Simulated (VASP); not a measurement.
**C: single point with PBE+D3(BJ)**

Slab: C, a slab with vacuum.

```
C
1.0
     2.46570    0.00000    0.00000
    -1.23285    2.13536    0.00000
     0.00000    0.00000   17.50000
C
4
Direct
  0.33333 0.66667 0.25714
  0.66667 0.33333 0.25714
  0.33333 0.66667 0.41200
  0.66667 0.33333 0.41200
```

```json
{
  "Program": "VASP 6.6.1",
  "Task": "single point",
  "Functional": "PBE",
  "Dispersion": "D3(BJ)",
  "Potentials or basis": "VASP PAW PBE potentials, release 64 (C)",
  "Cutoff": "520 eV",
  "k mesh": "15 × 15 × 1",
  "Occupations": "gaussian, width 0.1 eV",
  "Spin": "no spin polarisation"
}
```

* Largest force: 0.728 eV/Å
* Band gap on the k mesh: 0.08 eV, direct
* Dispersion energy per atom: -0.136 eV

Forces in eV/Å, atoms in the order of the input:
```
C    0.000  0.000 -0.728
C    0.000  0.000 -0.728
C    0.000  0.000  0.728
C    0.000  0.000  0.728
```

Levels at points of the mesh, in eV from the valence-band top:
```
           k point  band 4  band 5  band 6  band 7  band 8  band 9  band 10  band 11  band 12  band 13
(0.00, 0.00, 0.00)   -6.25   -3.08   -3.08   -2.94   -2.94    3.70     4.09     5.02     6.54     7.61
```

It took 85 s on 1 thread of Intel Xeon 8259CL (shared host), peak memory 0.21 GiB.
